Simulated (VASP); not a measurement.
Write the native input for VASP 6.6.1 that does the following.

```yaml
Task: single point
Functional: PBE
Potentials_or_basis: VASP PAW PBE potentials, release 64 (Ho_3, Nb_sv, As), 4f in core
Cutoff: 500 eV
k_mesh: 10 × 10 × 4
Occupations: gaussian, width 0.1 eV
Spin: no spin polarisation
Dipole_correction: no
Further_INCAR_settings: ALGO = Normal; EDIFF = 1e-06; NBANDS = 34
```

The structure of HoNb2As3 lies in POSCAR:

```
HoNb2As3
1.0
    3.6579573972      0.0000000000      0.0000000000
    0.0000000000      3.6579573972      0.0000000000
    0.0000000000      0.0000000000      9.1282598842
Ho Nb As
1 2 3
Direct
    0.0000000000      0.0000000000      0.0000000000
    0.5000000000      0.5000000000      0.7693243971
    0.5000000000      0.5000000000      0.2306756029
    0.0000000000      0.0000000000      0.6806550063
    0.0000000000      0.0000000000      0.3193449937
    0.5000000000      0.5000000000      0.5000000000
```

The input as run:

INCAR

```
SYSTEM = HoNb2As3
PREC = Accurate
ENCUT = 500
EDIFF = 1E-6
ISMEAR = 0
SIGMA = 0.1
LREAL = .False.
LASPH = .True.
NELM = 200
ALGO = Normal
ISIF = 2
LWAVE = .False.
LCHARG = .True.
GGA = PE
LELF = .True.
LVHAR = .True.
NBANDS = 34
GGA_COMPAT = .False.
LMAXMIX = 6
```

KPOINTS

```
regular mesh
0
Gamma
  10 10 4
  0 0 0
```

Potentials or basis: VASP PAW PBE potentials, release 64 (Ho_3, Nb_sv, As), 4f in core.

The run is started by

```sh
$ cat potpaw_PBE.64/Ho_3/POTCAR potpaw_PBE.64/Nb_sv/POTCAR potpaw_PBE.64/As/POTCAR > POTCAR
$ mpirun -np 1 vasp_std > vasp.out
```

It gave:

* Pressure: 0.1 GPa
* Largest force: 0.020 eV/Å
* Band gap on the k mesh: zero (bands 25 and 26 overlap by 1.09 eV)

Caveat: spin-orbit coupling is left out, which moves the levels of the heavy elements; the 4f electrons are frozen in the core, so they carry no moment and show no levels.

It took 3.6 min on 1 thread of AMD EPYC 9R45 96-Core Processor (Zen 5), on a shared host, peak memory 0.36 GiB.
